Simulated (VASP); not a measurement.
# MgO (Pm-3m) in VASP: a series of runs, part 2 of 2

VASP 6.6.1. The steps go on from the part before.

**3. Vibrations by perturbation theory, PBE**

This run uses another cell than the first one, of 10.21 Å³/atom, 1.065 times its volume.

The input, INCAR:

```
PREC = Accurate ; ENCUT = 520
EDIFF = 1E-8 ; ISMEAR = 0
SIGMA = 0.01 ; LREAL = F
LASPH = T ; NELM = 60
ALGO = Normal ; ISIF = 2
LWAVE = F ; LCHARG = F
GGA = PE ; NBANDS = 11
IBRION = 8 ; NSW = 1
LEPSILON = T
```

The input, KPOINTS:

```
regular mesh
0
Gamma
  10 10 10
```

The input, POSCAR:

```
MgO
1.0
    2.7329000000      0.0000000000      0.0000000000
    0.0000000000      2.7329000000      0.0000000000
    0.0000000000      0.0000000000      2.7329000000
Mg O
1 1
Direct
    0.0000000000      0.0000000000      0.0000000000
    0.5000000000      0.5000000000      0.5000000000
```

Potentials or basis: VASP PAW PBE potentials, release 64 (Mg, O).

Run with:

```sh
$ cat potpaw_PBE.64/Mg/POTCAR potpaw_PBE.64/O/POTCAR > POTCAR
$ mpirun -np 1 vasp_std > vasp.out
```

OUTCAR:

```text
PREC = Accurate
   ENCUT = 520
   EDIFF = 1E-8
   ISMEAR = 0
   LREAL = F
   LASPH = T
   NELM = 60
   ISIF = 2
   GGA = PE
   IBRION = 8
   NSW = 1
   LEPSILON = T

 ion  position               nearest neighbor table
   1  0.000  0.000  0.000-   2 2.37   2 2.37   2 2.37   2 2.37   2 2.37   2 2.37   2 2.37   2 2.37

   2  0.500  0.500  0.500-   1 2.37   1 2.37   1 2.37   1 2.37   1 2.37   1 2.37   1 2.37   1 2.37

  LATTYP: Found a simple cubic cell.
 ALAT       =     2.7329000000

  Lattice vectors:

 A1 = (   2.7329000000,   0.0000000000,   0.0000000000)
 A2 = (   0.0000000000,   2.7329000000,   0.0000000000)
 A3 = (   0.0000000000,   0.0000000000,   2.7329000000)

Analysis of symmetry for initial positions (statically):
=====================================================================
 Subroutine PRICEL returns:
 Original cell was already a primitive cell.

 Routine SETGRP: Setting up the symmetry group for a
 simple cubic supercell.

 Subroutine GETGRP returns: Found 48 space group operations
 (whereof 48 operations were pure point group operations)
 out of a pool of 48 trial point group operations.

The static configuration has the point symmetry O_h .

Analysis of symmetry for dynamics (positions and initial velocities):
=====================================================================
 Subroutine PRICEL returns:
 Original cell was already a primitive cell.

 Routine SETGRP: Setting up the symmetry group for a
 simple cubic supercell.

 Subroutine GETGRP returns: Found 48 space group operations
 (whereof 48 operations were pure point group operations)
 out of a pool of 48 trial point group operations.

The dynamic configuration has the point symmetry O_h .

 Subroutine INISYM returns: Found 48 space group operations
 (whereof 48 operations are pure point group operations),
 and found     1 'primitive' translations

----------------------------------------------------------------------------------------

                                     Primitive cell

  volume of cell :      20.4113

  direct lattice vectors                    reciprocal lattice vectors
     2.732900000  0.000000000  0.000000000     0.365911669  0.000000000  0.000000000
     0.000000000  2.732900000  0.000000000     0.000000000  0.365911669  0.000000000
     0.000000000  0.000000000  2.732900000     0.000000000  0.000000000  0.365911669

  length of vectors
     2.732900000  2.732900000  2.732900000     0.365911669  0.365911669  0.365911669

  position of ions in fractional coordinates (direct lattice)
     0.000000000  0.000000000  0.000000000
     0.500000000  0.500000000  0.500000000

  ion indices of the primitive-cell ions
   primitive index   ion index
                 1           1
[... 522 lines left out ...]
    -0.00028  0.00000  0.00000
     0.00000 -0.00028 -0.00000
    -0.00000  0.00000  0.00043

--------------------------------------- Ionic step        4  -------------------------------------------

------------------------ aborting loop because EDIFF is reached ----------------------------------------

[... ionic steps 5 to 6 ...]

--------------------------------------- Ionic step        7  -------------------------------------------

 Free energy of the ion-electron system (eV)
  ---------------------------------------------------
  ---------------------------------------------------
  free energy    TOTEN  =        -0.35916085 eV

  energy without entropy =       -0.35916085

------------------------ aborting loop because EDIFF is reached ----------------------------------------

 INTERNAL STRAIN TENSOR  FOR ION    2  DIRECTION 1   (eV/Angst):
 -----------------------------------------------------------------------------
    -0.00748  0.00000 -0.00000
     0.00000  0.01249 -0.00000
     0.00000 -0.00000  0.01249

 MACROSCOPIC STATIC DIELECTRIC TENSOR (including local field effects in DFT)
 ------------------------------------------------------
           4.106745    -0.000000     0.000000
          -0.000000     4.106745    -0.000000
          -0.000000    -0.000000     4.106745
 ------------------------------------------------------

 PIEZOELECTRIC TENSOR (including local field effects)  for field in x, y, z        (e  Angst)
          XX          YY          ZZ          XY          YZ          ZX
  --------------------------------------------------------------------------------
  x     0.00000     0.00000     0.00000     0.00000     0.00000     0.00000
  y     0.00000     0.00000     0.00000     0.00000     0.00000     0.00000
  z     0.00000     0.00000     0.00000     0.00000     0.00000     0.00000

 PIEZOELECTRIC TENSOR (including local field effects)  for field in x, y, z        (C/m^2)
          XX          YY          ZZ          XY          YZ          ZX
  --------------------------------------------------------------------------------
  x     0.00000     0.00000     0.00000     0.00000     0.00000     0.00000
  y     0.00000     0.00000     0.00000     0.00000     0.00000     0.00000
  z     0.00000     0.00000     0.00000     0.00000     0.00000     0.00000

 BORN EFFECTIVE CHARGES (including local field effects) (in |e|, cummulative output)
 ---------------------------------------------------------------------------------
 ion    1
    1     2.18172     0.00000    -0.00000
    2     0.00000     2.18172    -0.00000
    3    -0.00000     0.00000     2.18172
 ion    2
    1    -2.18172    -0.00000     0.00000
    2    -0.00000    -2.18172     0.00000
    3     0.00000    -0.00000    -2.18172

 INTERNAL STRAIN TENSOR FOR ION    2 for displacements in x,y,z  (eV/Angst):
          X           Y           Z          XY          YZ          ZX
  --------------------------------------------------------------------------------
  x     0.00000     0.00000     0.00000     0.00000     0.00000     0.00000
  y     0.00000     0.00000     0.00000     0.00000     0.00000     0.00000
  z     0.00000     0.00000     0.00000     0.00000     0.00000     0.00000

 SECOND DERIVATIVES (NOT SYMMETRIZED)
 ------------------------------------
               1X          1Y          1Z          2X          2Y          2Z
  1X     0.702081   -0.000000    0.000000   -0.702081    0.000000   -0.000000
  1Y    -0.000000    0.702081    0.000000    0.000000   -0.702081    0.000000
  1Z    -0.000000   -0.000000    0.702081    0.000000    0.000000   -0.702081
  2X    -0.725027    0.000000    0.000000    0.725027   -0.000000   -0.000000
  2Y     0.000000   -0.725027   -0.000000   -0.000000    0.725027    0.000000
  2Z    -0.000000   -0.000000   -0.725027    0.000000    0.000000    0.725027

 Eigenvectors and eigenvalues of the dynamical matrix
 ----------------------------------------------------

   1 f  =    0.033389 THz     0.209787 2PiTHz    1.113728 cm-1     0.138085 meV
             X         Y         Z           dx          dy          dz
      0.000000  0.000000  0.000000     0.000000    0.781464   -0.000000
      1.366450  1.366450  1.366450     0.000000    0.623950    0.000000
[... 21 lines left out ...]
   6 f/i=    4.258604 THz    26.757600 2PiTHz  142.051749 cm-1    17.612164 meV
             X         Y         Z           dx          dy          dz
      0.000000  0.000000  0.000000     0.000000   -0.623950    0.000000
      1.366450  1.366450  1.366450     0.000000    0.781464    0.000000

--------------------------------------------------------------------------------------------------------

 MACROSCOPIC STATIC DIELECTRIC TENSOR IONIC CONTRIBUTION
 ------------------------------------------------------
           0.000000     0.000000     0.000000
           0.000000     0.000000     0.000000
           0.000000     0.000000     0.000000
 ------------------------------------------------------

 ELASTIC MODULI CONTR FROM IONIC RELAXATION (kBar)
 Direction    XX          YY          ZZ          XY          YZ          ZX
 --------------------------------------------------------------------------------
 XX           0.0000      0.0000      0.0000      0.0000      0.0000      0.0000
 YY           0.0000      0.0000      0.0000      0.0000      0.0000      0.0000
 ZZ           0.0000      0.0000      0.0000      0.0000      0.0000      0.0000
 XY           0.0000      0.0000      0.0000      0.0000      0.0000      0.0000
 YZ           0.0000      0.0000      0.0000      0.0000      0.0000      0.0000
 ZX           0.0000      0.0000      0.0000      0.0000      0.0000      0.0000
 --------------------------------------------------------------------------------

 PIEZOELECTRIC TENSOR IONIC CONTR  for field in x, y, z        (C/m^2)
          XX          YY          ZZ          XY          YZ          ZX
  --------------------------------------------------------------------------------
  x     0.00000     0.00000     0.00000     0.00000     0.00000     0.00000
  y     0.00000     0.00000     0.00000     0.00000     0.00000     0.00000
  z     0.00000     0.00000     0.00000     0.00000     0.00000     0.00000
```

stdout:

```text
POSCAR found type information on POSCAR MgO
 POSCAR found :  2 types and       2 ions
 scaLAPACK will be used
 LDA part: xc-table for (Slater+PW92), standard interpolation
 POSCAR, INCAR and KPOINTS ok, starting setup
 FFT: planning ... GRIDC
 FFT: planning ... GRID_SOFT
 FFT: planning ... GRID
 WAVECAR not read
 entering main loop
[... 23 lines left out ...]
  Direction:   3
 dielectric tensor                  component  3 :    -0.267    -0.330     4.107
 Linear response DOF=           2
 Linear response progress:
 first order change of Fermi-energy   0.38047E-04
 force on displaced ion       1 direction 1 :   0.702  -0.000  -0.000
 Born effective charge ion    1 direction 1 :   2.180   0.000   0.000
 Linear response progress:
 first order change of Fermi-energy   0.38582E-03
 force on displaced ion       2 direction 1 :   0.725   0.000  -0.000
 Born effective charge ion    2 direction 1 :  -2.184   0.000   0.000
 Born effective charges drift removed
 Linear response finished
```

Run time: 2.2 min. Hardware: 1 thread of Intel Xeon 6975P-C, shared host; peak memory 0.2 GiB.

Results:

| Item | Value |
| --- | --- |
| Electronic dielectric tensor (diagonal) | 4.11 |
| Born charges (mean of the diagonal) | Mg +2.18; O -2.18 e |
| Highest phonon frequency at Γ, LO-TO splitting left out | 1 cm⁻¹ |
| Most unstable mode | 142i cm⁻¹ |

Phonon frequencies in cm⁻¹ (negative: imaginary):
```csv
q point,frequencies
"(0.000, 0.000, 0.000)",-142 -142 -142 1 1 1
```

Electronic dielectric tensor:
```
4.11 0.00 0.00
0.00 4.11 0.00
0.00 0.00 4.11
```

Born effective charge tensors (e):
atom 1, Mg
```
2.18 0.00 0.00
0.00 2.18 0.00
0.00 0.00 2.18
```
atom 2, O
```
-2.18  0.00  0.00
 0.00 -2.18  0.00
 0.00  0.00 -2.18
```

Caveat: the cell wasn't relaxed at this level first, which shifts response properties; some modes are imaginary.

**4. Vibrations by perturbation theory, PBE**

This run uses another cell than the first one, of 7.74 Å³/atom, 0.808 times its volume.

The input, INCAR:

```
SYSTEM = MgO
PREC = Accurate ; ENCUT = 520
EDIFF = 1E-8 ; ISMEAR = 0
SIGMA = 0.01 ; LREAL = .FALSE.
LASPH = .TRUE. ; NELM = 80
ALGO = Normal ; ISIF = 2
LWAVE = .FALSE. ; LCHARG = .FALSE.
GGA = PE ; NBANDS = 11
IBRION = 8 ; NSW = 1
LEPSILON = .TRUE.
```

The input, KPOINTS:

```
regular mesh
0
G
  12 12 12
  0 0 0
```

The input, POSCAR:

```
MgO
1.0
    2.4926000000      0.0000000000      0.0000000000
    0.0000000000      2.4926000000      0.0000000000
    0.0000000000      0.0000000000      2.4926000000
Mg O
1 1
Direct
    0.0000000000      0.0000000000      0.0000000000
    0.5000000000      0.5000000000      0.5000000000
```

Potentials or basis: VASP PAW PBE potentials, release 64 (Mg, O).

Run with:

```sh
$ cat potpaw_PBE.64/Mg/POTCAR potpaw_PBE.64/O/POTCAR > POTCAR
$ mpirun -np 1 vasp_std > vasp.out
```

OUTCAR:

```text
SYSTEM = MgO
   PREC = Accurate
   ENCUT = 520
   EDIFF = 1E-8
   ISMEAR = 0
   LREAL = .FALSE.
   LASPH = .TRUE.
   NELM = 80
   ISIF = 2
   GGA = PE
   IBRION = 8
   NSW = 1
   LEPSILON = .TRUE.

 ion  position               nearest neighbor table
   1  0.000  0.000  0.000-   2 2.16   2 2.16   2 2.16   2 2.16   2 2.16   2 2.16   2 2.16   2 2.16

   2  0.500  0.500  0.500-   1 2.16   1 2.16   1 2.16   1 2.16   1 2.16   1 2.16   1 2.16   1 2.16

  LATTYP: Found a simple cubic cell.
[... 688 lines left out ...]
   6 f/i=    0.005098 THz     0.032029 2PiTHz    0.170035 cm-1     0.021082 meV
             X         Y         Z           dx          dy          dz
      0.000000  0.000000  0.000000    -0.776870   -0.000000   -0.000000
      1.246300  1.246300  1.246300    -0.629661    0.000000    0.000000

--------------------------------------------------------------------------------------------------------

 MACROSCOPIC STATIC DIELECTRIC TENSOR IONIC CONTRIBUTION
 ------------------------------------------------------
          12.380752    -0.000000    -0.000000
          -0.000000    12.380752     0.000000
          -0.000000     0.000000    12.380752
 ------------------------------------------------------

 ELASTIC MODULI CONTR FROM IONIC RELAXATION (kBar)
 Direction    XX          YY          ZZ          XY          YZ          ZX
 --------------------------------------------------------------------------------
 XX           0.0000      0.0000      0.0000      0.0000      0.0000      0.0000
 YY           0.0000      0.0000      0.0000      0.0000      0.0000      0.0000
 ZZ           0.0000      0.0000      0.0000      0.0000      0.0000      0.0000
 XY           0.0000      0.0000      0.0000      0.0000      0.0000      0.0000
 YZ           0.0000      0.0000      0.0000      0.0000      0.0000      0.0000
 ZX           0.0000      0.0000      0.0000      0.0000      0.0000      0.0000
 --------------------------------------------------------------------------------

 PIEZOELECTRIC TENSOR IONIC CONTR  for field in x, y, z        (C/m^2)
          XX          YY          ZZ          XY          YZ          ZX
  --------------------------------------------------------------------------------
  x     0.00000     0.00000     0.00000     0.00000     0.00000     0.00000
  y     0.00000     0.00000     0.00000     0.00000     0.00000     0.00000
  z     0.00000     0.00000     0.00000     0.00000     0.00000     0.00000
```

stdout:

```text
POSCAR found type information on POSCAR MgO
 POSCAR found :  2 types and       2 ions
 scaLAPACK will be used
 LDA part: xc-table for (Slater+PW92), standard interpolation
 POSCAR, INCAR and KPOINTS ok, starting setup
 FFT: planning ... GRIDC
 FFT: planning ... GRID_SOFT
 FFT: planning ... GRID
 WAVECAR not read
 entering main loop
[... 23 lines left out ...]
  Direction:   3
 dielectric tensor                  component  3 :    -0.183    -0.200     3.269
 Linear response DOF=           2
 Linear response progress:
 first order change of Fermi-energy   0.10058E-04
 force on displaced ion       1 direction 1 :  -3.918  -0.000   0.000
 Born effective charge ion    1 direction 1 :   2.038   0.000   0.000
 Linear response progress:
 first order change of Fermi-energy   0.46328E-03
 force on displaced ion       2 direction 1 :  -3.926  -0.000   0.000
 Born effective charge ion    2 direction 1 :  -2.039   0.000   0.000
 Born effective charges drift removed
 Linear response finished
```

It took 2.4 min on 1 thread of Intel Xeon 6975P-C, shared host; peak memory 0.21 GiB.

Results:

```yaml
Electronic_dielectric_tensor_diagonal: 3.27
Born_charges_mean_of_the_diagonal: Mg +2.04; O -2.04 e
Highest_phonon_frequency_at_Γ_LO-TO_splitting_left_out: 333 cm⁻¹
```

Phonon frequencies in cm⁻¹ (negative: imaginary):
```tsv
q point	frequencies
(0.000, 0.000, 0.000)	0 0 0 333 333 333
```

Electronic dielectric tensor:
```
3.27 0.00 0.00
0.00 3.27 0.00
0.00 0.00 3.27
```

Born effective charge tensors (e):
atom 1, Mg
```
2.04 0.00 0.00
0.00 2.04 0.00
0.00 0.00 2.04
```
atom 2, O
```
-2.04  0.00  0.00
 0.00 -2.04  0.00
 0.00  0.00 -2.04
```

Caveat: the cell wasn't relaxed at this level first, which shifts response properties.
